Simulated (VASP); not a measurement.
Si10Ni: single point with PBEsol

System: Si10Ni, a slab with vacuum.

```
Si Ni
1.0
     3.82489    0.00000    0.00000
    -1.91244    3.31245    0.00000
     0.00000    0.00000   32.44543
Si Ni
10 1
Direct
  0.33333 0.66667 0.26198
  0.66667 0.33333 0.28654
  0.66667 0.33333 0.35944
  0.33333 0.66667 0.38400
  0.33333 0.66667 0.45690
  0.66667 0.33333 0.48170
  0.66667 0.33333 0.55457
  0.33333 0.66667 0.57963
  0.33333 0.66667 0.65263
  0.66667 0.33333 0.67755
  0.66667 0.33333 0.74368
```

```
Program                : VASP 6.6.1
Task                   : single point
Functional             : PBEsol
Potentials or basis    : VASP PAW PBE potentials, release 64 (Si, Ni)
Cutoff                 : 520 eV
k mesh                 : 9 × 9 × 1
Occupations            : gaussian, width 0.05 eV
Spin                   : collinear spin, ferromagnetic start
Starting moments       : [0.0, 0.0, 0.0, 0.0, 0.0, 0.0, 0.0, 0.0, 0.0, 0.0, 2.0] μB
Dipole correction      : yes
Further INCAR settings : ALGO = Normal; EDIFF = 1e-06; NBANDS = 40
```

```yaml
Largest_force: 0.709 eV/Å
Net_moment: 0.79 μB per cell
Site_moments: Si +0.00, -0.00 (each value once); Ni +0.77 μB
Valence_electrons_inside_the_program's_atomic_spheres: Si 1.65, 1.68, 1.67, 1.69 (each value once); Ni 9.00
```

Forces in eV/Å, atoms in the order of the input:
```
Si   0.000  0.000  0.569
Si   0.000  0.000 -0.709
Si   0.000  0.000  0.183
Si   0.000  0.000 -0.088
Si   0.000  0.000  0.016
Si   0.000  0.000  0.007
Si   0.000  0.000  0.015
Si   0.000  0.000  0.016
Si   0.000  0.000 -0.014
Si   0.000  0.000 -0.007
Ni   0.000  0.000  0.011
```

Levels at points of the mesh, in eV from the Fermi level:
Spin up:
```
           k point  band 21  band 22  band 23  band 24  band 25  band 26  band 27  band 28  band 29  band 30
(0.00, 0.00, 0.00)    -0.36     0.07     0.07     0.24     0.32     0.32     1.01     1.38     1.83     2.34
```
Spin down:
```csv
k point,band 22,band 23,band 24,band 25,band 26,band 27
"(0.00, 0.00, 0.00)",0.09,0.09,0.27,0.38,0.38,1.06
```

Wall time 24 min on 1 thread of Intel(R) Xeon(R) Platinum 8488C (Sapphire Rapids) (shared host), peak memory 0.76 GiB.

Caveat: the PAW data sets were made with another functional, which shifts forces and pressure a little.
